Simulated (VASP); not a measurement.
# Si (a cell with a defect) in VASP: single point with PBE

Aim: the single point of Si (a cell with a defect) with PBE.

Everything below comes from runs of VASP 6.6.1. Logs are shortened: lines on timing, memory, paths and dates and some standing lists are left out, and cuts for length are marked.

### 1 The cell of the first run

The cell holds a defect, 17 atoms: a = 7.679 Å, b = 7.679 Å, c = 7.679 Å, α = 60.00°, β = 60.00°, γ = 60.00°.

### 2 Single point, PBE

Input file INCAR:

```
SYSTEM = Si
PREC = Accurate
ENCUT = 520
EDIFF = 1E-6
ISMEAR = 0
SIGMA = 0.02
LREAL = Auto
LASPH = .TRUE.
NELM = 60
ALGO = Normal
ISIF = 2
LWAVE = .FALSE.
LCHARG = .FALSE.
GGA = PE
NBANDS = 48
```

Input file KPOINTS:

```
Automatic mesh
0
G
  2 2 2
  0 0 0
```

Input file POSCAR:

```
Si
1.0
    0.0000000000      5.4300000000      5.4300000000
    5.4300000000      0.0000000000      5.4300000000
    5.4300000000      5.4300000000      0.0000000000
Si
17
Direct
    0.0623072744     -0.0207137201     -0.0204984346
    0.1352510129      0.1273745856      0.1275850829
   -0.0107541436      0.0151025783      0.4981069982
    0.1352227440      0.1273862799      0.6103768877
   -0.0106945672      0.4978925414      0.0152971455
    0.1352842541      0.6101680479      0.1275625230
   -0.0107235727      0.4979182320      0.4980906077
    0.0622921731      0.6459651013      0.6461680479
    0.5069359116      0.0096430939      0.0099104972
    0.6828405157      0.1057939227      0.1059732965
    0.5069095764      0.0096616943      0.4740686924
    0.6175569982      0.1514030387      0.6157638122
    0.5069760589      0.4739414365      0.0098014733
    0.6176194291      0.6155592081      0.1516514733
    0.4417273481      0.5194708103      0.5196884899
    0.6175812155      0.6156386740      0.6157176796
    0.5623267035      0.8126441989      0.8128193370
```

Potentials or basis: VASP PAW PBE potentials, release 64 (Si).

Run with:

```console
cat potpaw_PBE.64/Si/POTCAR > POTCAR
mpirun -np 1 vasp_std > vasp.out
```

OUTCAR:

```text
SYSTEM = Si
   PREC = Accurate
   ENCUT = 520
   EDIFF = 1E-6
   ISMEAR = 0
   LREAL = Auto
   LASPH = .TRUE.
   NELM = 60
   ISIF = 2
   GGA = PE

 ion  position               nearest neighbor table
   1  0.062  0.979  0.980-   6 2.34   2 2.34   4 2.34  10 2.38  17 3.14
   2  0.135  0.127  0.128-   5 2.33   3 2.33   9 2.33   1 2.34
   3  0.989  0.015  0.498-   2 2.33   4 2.33  12 2.33   8 2.34
   4  0.135  0.127  0.610-   7 2.33   3 2.33  11 2.33   1 2.34
   5  0.989  0.498  0.015-   2 2.33   6 2.33  14 2.33   8 2.34
   6  0.135  0.610  0.128-   5 2.33   7 2.33  13 2.33   1 2.34
   7  0.989  0.498  0.498-   4 2.33   6 2.33  16 2.33   8 2.34
   8  0.062  0.646  0.646-   3 2.34   5 2.34   7 2.34  15 2.38  17 3.13
   9  0.507  0.010  0.010-   2 2.33  10 2.34  17 2.40  14 2.47  12 2.48
  10  0.683  0.106  0.106-  11 2.33   9 2.34  13 2.34   1 2.38
  11  0.507  0.010  0.474-   4 2.33  10 2.33  17 2.40  16 2.47  12 2.47
  12  0.618  0.151  0.616-   3 2.33  15 2.33  17 2.40  11 2.47   9 2.48
  13  0.507  0.474  0.010-   6 2.33  10 2.34  17 2.40  16 2.47  14 2.47
  14  0.618  0.616  0.152-   5 2.33  15 2.33  17 2.40   9 2.47  13 2.47
  15  0.442  0.519  0.520-  14 2.33  16 2.33  12 2.33   8 2.38
  16  0.618  0.616  0.616-   7 2.33  15 2.33  17 2.40  11 2.47  13 2.47
  17  0.562  0.813  0.813-  12 2.40  13 2.40   9 2.40  11 2.40  14 2.40  16 2.40   8 3.13   1 3.14

  LATTYP: Found a face centered cubic cell.
 ALAT       =    10.8600000000

  Lattice vectors:

 A1 = (   0.0000000000,   5.4300000000,   5.4300000000)
 A2 = (   5.4300000000,   0.0000000000,   5.4300000000)
 A3 = (   5.4300000000,   5.4300000000,   0.0000000000)

Analysis of symmetry for initial positions (statically):
=====================================================================
 Subroutine PRICEL returns:
 Original cell was already a primitive cell.

 Routine SETGRP: Setting up the symmetry group for a
 face centered cubic supercell.

 Subroutine GETGRP returns: Found  1 space group operations
 (whereof  1 operations were pure point group operations)
 out of a pool of 48 trial point group operations.

The static configuration has the point symmetry C_1 .

Analysis of symmetry for dynamics (positions and initial velocities):
=====================================================================
 Subroutine PRICEL returns:
 Original cell was already a primitive cell.

 Routine SETGRP: Setting up the symmetry group for a
 face centered cubic supercell.

 Subroutine GETGRP returns: Found  1 space group operations
 (whereof  1 operations were pure point group operations)
 out of a pool of 48 trial point group operations.

The dynamic configuration has the point symmetry C_1 .

 Subroutine INISYM returns: Found  1 space group operations
 (whereof  1 operations are pure point group operations),
 and found     1 'primitive' translations

----------------------------------------------------------------------------------------

                                     Primitive cell

  volume of cell :     320.2060

  direct lattice vectors                    reciprocal lattice vectors
     0.000000000  5.430000000  5.430000000    -0.092081031  0.092081031  0.092081031
     5.430000000  0.000000000  5.430000000     0.092081031 -0.092081031  0.092081031
     5.430000000  5.430000000  0.000000000     0.092081031  0.092081031 -0.092081031

  length of vectors
     7.679179644  7.679179644  7.679179644     0.159489025  0.159489025  0.159489025

  position of ions in fractional coordinates (direct lattice)
     0.062307274  0.979286280  0.979501565
     0.135251013  0.127374586  0.127585083
     0.989245856  0.015102578  0.498106998
     0.135222744  0.127386280  0.610376888
     0.989305433  0.497892541  0.015297145
     0.135284254  0.610168048  0.127562523
[... 9 lines left out ...]
     0.617581216  0.615638674  0.615717680
     0.562326703  0.812644199  0.812819337

  ion indices of the primitive-cell ions
   primitive index   ion index
                 1           1
                 2           2
                 3           3
                 4           4
                 5           5
                 6           6
[... 9 lines left out ...]
                16          16
                17          17

----------------------------------------------------------------------------------------

 KPOINTS: Automatic mesh

Automatic generation of k-mesh.
 Grid dimensions read from file:
 generate k-points for:    2    2    2

 Generating k-lattice:

  Cartesian coordinates                     Fractional coordinates (reciprocal lattice)
    -0.046040516  0.046040516  0.046040516     0.500000000  0.000000000  0.000000000
     0.046040516 -0.046040516  0.046040516     0.000000000  0.500000000  0.000000000
     0.046040516  0.046040516 -0.046040516     0.000000000  0.000000000  0.500000000

  Length of vectors
     0.079744512  0.079744512  0.079744512

  Shift w.r.t. Gamma in fractional coordinates (k-lattice)
     0.000000000  0.000000000  0.000000000

 Subroutine IBZKPT returns following result:
 ===========================================

 Found      8 irreducible k-points:

 Following reciprocal coordinates:
            Coordinates               Weight
  0.000000  0.000000  0.000000      1.000000
  0.500000  0.000000  0.000000      1.000000
  0.000000  0.500000  0.000000      1.000000
  0.000000  0.000000  0.500000      1.000000
  0.500000  0.500000  0.500000      1.000000
  0.500000  0.500000  0.000000      1.000000
  0.000000  0.500000  0.500000      1.000000
  0.500000  0.000000  0.500000      1.000000
   k-points           NKPTS =      8   k-points in BZ     NKDIM =      8   number of bands    NBANDS=     48
   number of dos      NEDOS =    301   number of ions     NIONS =     17
   total plane-waves  NPLWV = 216000
   dimension x,y,z NGX =    60 NGY =   60 NGZ =   60
   dimension x,y,z NGXF=   120 NGYF=  120 NGZF=  120
   ions per type =              17
   NGX,Y,Z   is equivalent  to a cutoff of  12.99, 12.99, 12.99 a.u.
   NGXF,Y,Z  is equivalent  to a cutoff of  25.98, 25.98, 25.98 a.u.
 SYSTEM =  Si
   PREC   = accura    normal or accurate (medium, high low for compatibility)
   ISTART =      0    job   : 0-new  1-cont  2-samecut
   ICHARG =      2    charge: 1-file 2-atom 10-const
   ISPIN  =      1    spin polarized calculation?
   LNONCOLLINEAR =      F non collinear calculations
   LSORBIT =      F    spin-orbit coupling
   LASPH  =      T    aspherical Exc in radial PAW
   ENCUT  =  520.0 eV  38.22 Ry    6.18 a.u.  14.28 14.28 14.28*2*pi/ulx,y,z
   NELM   =     60;   NELMIN=  2; NELMDL= -5     # of ELM steps
   EDIFF  = 0.1E-05   stopping-criterion for ELM
   LREAL  =      T    real-space projection
   EDIFFG = 0.1E-04   stopping-criterion for IOM
   NSW    =      0    number of steps for IOM
   IBRION =     -1    ionic relax: 0-MD 1-quasi-New 2-CG
   NFREE  =      0    steps in history (QN), initial steepest desc. (CG)
   ISIF   =      2    stress and relaxation
   ISYM   =      2    0-nonsym 1-usesym 2-fastsym
   POTIM  = 0.5000    time-step for ionic-motion
   TEBEG  =    0.0;   TEEND  =   0.0 temperature during run
   PSTRESS=    0.0 pullay stress
   NELECT =      68.0000    total number of electrons
   NUPDOWN=      -1.0000    fix difference up-down
   EMIN   =  10.00;   EMAX   =-10.00  energy-range for DOS
   EFERMI =   0.00;   METHOD = LEGACY
   ISMEAR =     0;   SIGMA  =   0.02  broadening in eV -4-tet -1-fermi 0-gaus
   EFERMI_NEDOS =   21; number of points for ismear=-14 and -15
   IALGO  =     38    algorithm
   IMIX   =      4    mixing-type and parameters
     AMIX     =   0.40;   BMIX     =  1.00
     AMIX_MAG =   1.60;   BMIX_MAG =  1.00
  volume/ion in A,a.u.               =      18.84       127.11
  Fermi-wavevector in a.u.,A,eV,Ry     =   0.976715  1.845724 12.979587  0.953973
  Thomas-Fermi vector in A             =   2.107356
   LORBIT       =      0    0 simple, 1 ext, 2 COOP (PROOUT), +10 PAW based schemes
   GGA     = PE    functional components
   LHFCALC =     F    Hartree Fock is set to
   AEXX    =    0.0000 exact exchange contribution
   IVDW    =     0    specifies the selected vdW correction
   LEPSILON=     F    determine dielectric tensor
   LRPA    =     F    only Hartree local field effects (RPA)
 non-spin polarized calculation
 Gauss-broadening in eV      SIGMA  =   0.02
  energy-cutoff  :      520.00
  volume of cell :      320.21
 maximum number of plane-waves:      8646
 NGX is ok and might be reduce to    60
   NGX = 29   NGY = 29   NGZ = 29

 number of electron      68.0000000 magnetization

 Free energy of the ion-electron system (eV)
  ---------------------------------------------------
  ext. energy  EPLUGINS =         0.00000000
  ---------------------------------------------------
  free energy    TOTEN  =       -87.68274284 eV

  energy without entropy =      -87.68269616  energy(sigma->0) =      -87.68271950

 E-fermi :   6.6935     XC(G=0):  -9.6935

 val. band max:        6.6528112068   @ k =   0.5000   0.0000   0.0000
 cond. band min:       6.7364427429   @ k =   0.0000   0.0000   0.0000
 fundamental gap:      0.0836315360
 Fermi energy:         6.6934624640

 k-point     1 :       0.0000    0.0000    0.0000
  band No.  band energies     occupation
      1      -6.2122      2.00000
      2      -3.8672      2.00000
      3      -3.6349      2.00000
      4      -3.6346      2.00000
      5      -3.3615      2.00000
      6      -2.5162      2.00000
[... 38 lines left out ...]
     45       8.7332      0.00000
     46       8.8399      0.00000

 k-point     2 :       0.5000    0.0000    0.0000
  band No.  band energies     occupation
      1      -5.8140      2.00000
      2      -4.8620      2.00000
      3      -3.4085      2.00000
      4      -3.4082      2.00000
      5      -3.3313      2.00000
      6      -2.9812      2.00000
[... 38 lines left out ...]
     45       9.8177      0.00000
     46      10.1483      0.00000

 k-point     3 :       0.0000    0.5000    0.0000
  band No.  band energies     occupation
      1      -5.7330      2.00000
      2      -5.0000      2.00000
      3      -3.5701      2.00000
      4      -3.4440      2.00000
      5      -3.1827      2.00000
      6      -3.0141      2.00000
[... 38 lines left out ...]
     45       9.5313      0.00000
     46      10.1230      0.00000

 k-point     4 :       0.0000    0.0000    0.5000
  band No.  band energies     occupation
      1      -5.7329      2.00000
      2      -5.0003      2.00000
      3      -3.5700      2.00000
      4      -3.4438      2.00000
      5      -3.1829      2.00000
      6      -3.0138      2.00000
[... 38 lines left out ...]
     45       9.5317      0.00000
     46      10.1235      0.00000

 k-point     5 :       0.5000    0.5000    0.5000
  band No.  band energies     occupation
      1      -5.7329      2.00000
      2      -5.0002      2.00000
      3      -3.5701      2.00000
      4      -3.4438      2.00000
      5      -3.1828      2.00000
      6      -3.0139      2.00000
[... 38 lines left out ...]
     45       9.5315      0.00000
     46      10.1233      0.00000

 k-point     6 :       0.5000    0.5000    0.0000
  band No.  band energies     occupation
      1      -5.6048      2.00000
      2      -4.6944      2.00000
      3      -4.0723      2.00000
      4      -3.8818      2.00000
      5      -3.7847      2.00000
      6      -3.5913      2.00000
[... 38 lines left out ...]
     45      10.3856      0.00000
     46      10.4227      0.00000

 k-point     7 :       0.0000    0.5000    0.5000
  band No.  band energies     occupation
      1      -5.6047      2.00000
      2      -4.6946      2.00000
      3      -4.0723      2.00000
      4      -3.8817      2.00000
      5      -3.7848      2.00000
      6      -3.5911      2.00000
[... 38 lines left out ...]
     45      10.3857      0.00000
     46      10.4227      0.00000

 k-point     8 :       0.5000    0.0000    0.5000
  band No.  band energies     occupation
      1      -5.6046      2.00000
      2      -4.6948      2.00000
      3      -4.0723      2.00000
      4      -3.8817      2.00000
      5      -3.7848      2.00000
      6      -3.5910      2.00000
[... 38 lines left out ...]
     45      10.3857      0.00000
     46      10.4228      0.00000
 [bands above 46 left out]

------------------------ aborting loop because EDIFF is reached ----------------------------------------

  FORCE on cell =-STRESS in cart. coord.  units (eV):
  Direction    XX          YY          ZZ          XY          YZ          ZX
  --------------------------------------------------------------------------------------
  -------------------------------------------------------------------------------------
  Total        9.1615225      9.1521971      9.1675906      0.8061394     -0.8097906      0.8138298
  in kB       45.8404372     45.7937765     45.8707996      4.0335853     -4.0518542      4.0720647
  external PRESSURE =      45.8350044 kB  Pullay stress =       0.0000000 kB

 VOLUME and BASIS-vectors are now :
 -----------------------------------------------------------------------------
  energy-cutoff  :      520.00
  volume of cell :      320.21
      direct lattice vectors                 reciprocal lattice vectors
     0.000000000  5.430000000  5.430000000    -0.092081031  0.092081031  0.092081031
     5.430000000  0.000000000  5.430000000     0.092081031 -0.092081031  0.092081031
     5.430000000  5.430000000  0.000000000     0.092081031  0.092081031 -0.092081031

 POSITION                                       TOTAL-FORCE (eV/Angst)
 -----------------------------------------------------------------------------------
     10.63622      5.65702      5.65585        -0.002524      0.000571      0.001959
      1.38443      1.42720      1.42606        -0.000260     -0.000427     -0.001603
      2.78673      8.07633      5.45361        -0.000702      0.001244      0.000378
      4.00605      4.04861      1.42597         0.001581      0.000002     -0.000863
      2.78662      5.45499      8.07548        -0.000592     -0.000195      0.000840
      4.00588      1.42726      4.04781         0.001577      0.000097      0.000406
[... 9 lines left out ...]
      6.68627      6.69681      6.69638         0.003898      0.003544      0.001027
      8.82627      7.46704      7.46609        -0.001118     -0.000014     -0.001257
 -----------------------------------------------------------------------------------
    total drift:                               -0.011271      0.000143      0.006246

  FREE ENERGIE OF THE ION-ELECTRON SYSTEM (eV)
  ---------------------------------------------------
  free  energy   TOTEN  =       -87.6827428438 eV

  energy  without entropy=      -87.6826961555  energy(sigma->0) =      -87.68271950
```

Run time: 5.1 min. Hardware: 1 thread of Intel Xeon 8259CL, shared host; peak memory 0.47 GiB.

Results:

| Item | Value |
| --- | --- |
| Free energy | -87.6827 eV |
| Pressure | 4.6 GPa |
| Largest force | 0.008 eV/Å |
| Band gap on the k mesh | 0.08 eV |

Forces in eV/Å, atoms in the order of the input:
```
Si  -0.003  0.001  0.002
Si   0.000  0.000 -0.002
Si  -0.001  0.001  0.000
Si   0.002  0.000 -0.001
Si  -0.001  0.000  0.001
Si   0.002  0.000  0.000
Si   0.000  0.001  0.001
Si   0.003 -0.004 -0.004
Si  -0.003 -0.001  0.002
Si   0.003 -0.006 -0.004
Si   0.000  0.005  0.001
Si   0.001  0.002 -0.003
Si  -0.002  0.002  0.002
Si  -0.003 -0.007  0.001
Si  -0.001  0.003  0.002
Si   0.004  0.004  0.001
Si  -0.001  0.000 -0.001
```

Caveat: the k points lie up to 0.50 Å⁻¹ apart.
